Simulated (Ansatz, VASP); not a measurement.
## Two plane-wave programs on Cu

```
Cu
1.0
    -0.04519    1.80750    1.80750
     1.76231    0.00000    1.76231
     1.80750    1.80750   -0.04519
Cu
1
Direct
  0.00000 0.00000 0.00000
```

Change from the starting cell: strain -0.0500 x Voigt [0, 0, 0, 0, 1, 0], atoms carried along.

Alike in both runs: task single point; functional PBE; k mesh 22 × 22 × 22; occupations gaussian, width 0.15 eV; no spin polarisation.

|  | VASP | Ansatz |
| --- | --- | --- |
| version | VASP 6.6.1 | Ansatz 0.2.0 |
| potentials or method | VASP PAW PBE potentials, release 64 (Cu), cutoff 520 eV | scalar-relativistic, plane waves, PAW |
| valence electrons in the cell | 11 | 19 |

|  | VASP | Ansatz | Ansatz less VASP |
| --- | --- | --- | --- |
| gap on the k mesh at the Fermi level (eV) | none | none | - |
| pressure (GPa) | 2.8 | 2.2 | -0.57 |
| traceless stress, the component that is largest in VASP (GPa) | 4.42 | 4.41 | -0.010 |

A gap of «none» marks a metal or a gap that the smearing closes. The functional is the same, so the differences come from potentials, cutoffs and numerics. VASP's potentials hold 11 valence electrons a cell and Ansatz's 19, so a difference there can come from the potentials and not from the codes.
